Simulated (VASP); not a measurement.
Write the native input for VASP 6.6.1 that does the following.

```
Task                   : single point
Functional             : LDA
Potentials or basis    : VASP PAW LDA potentials, release 64 (Pb_d)
Cutoff                 : 520 eV
k mesh                 : 11 × 11 × 11
Occupations            : methfessel-paxton, width 0.6 eV
Spin                   : no spin polarisation
Dipole correction      : no
Further INCAR settings : ALGO = Normal; EDIFF = 1e-06; NBANDS = 13
```

The structure of Pb lies in POSCAR:

```
Pb
1.0
    0.0000000000      2.4375492138      2.4375492138
    2.4375492138      0.0000000000      2.4375492138
    2.4375492138      2.4375492138      0.0000000000
Pb
1
Direct
    0.0000000000      0.0000000000      0.0000000000
```

The input as run:

INCAR

```
ALGO = Normal
EDIFF = 1E-6
ENCUT = 520
GGA = CA
ISIF = 2
ISMEAR = 1
LASPH = T
LCHARG = T
LELF = T
LREAL = F
LVHAR = T
LWAVE = F
NBANDS = 13
NELM = 100
PREC = Accurate
SIGMA = 0.6
```

KPOINTS

```
k-points
0
Gamma
  11 11 11
```

Potentials or basis: VASP PAW LDA potentials, release 64 (Pb_d).

The run is started by

```bash
$ cat potpaw_LDA.64/Pb_d/POTCAR > POTCAR
$ mpirun -np 1 vasp_std > vasp.out
```

Results of the run:

```yaml
Pressure: 0.1 GPa
Band_gap_on_the_k_mesh: zero (band 7 reaches 15.25 eV, above the bottom of band 8 at 6.00 eV)
```

Caveat: spin-orbit coupling is left out, which moves the levels of the heavy elements.

Wall time 8.3 s on 1 thread of Intel Xeon 6975P-C, with other jobs on the host, peak memory 0.15 GiB.
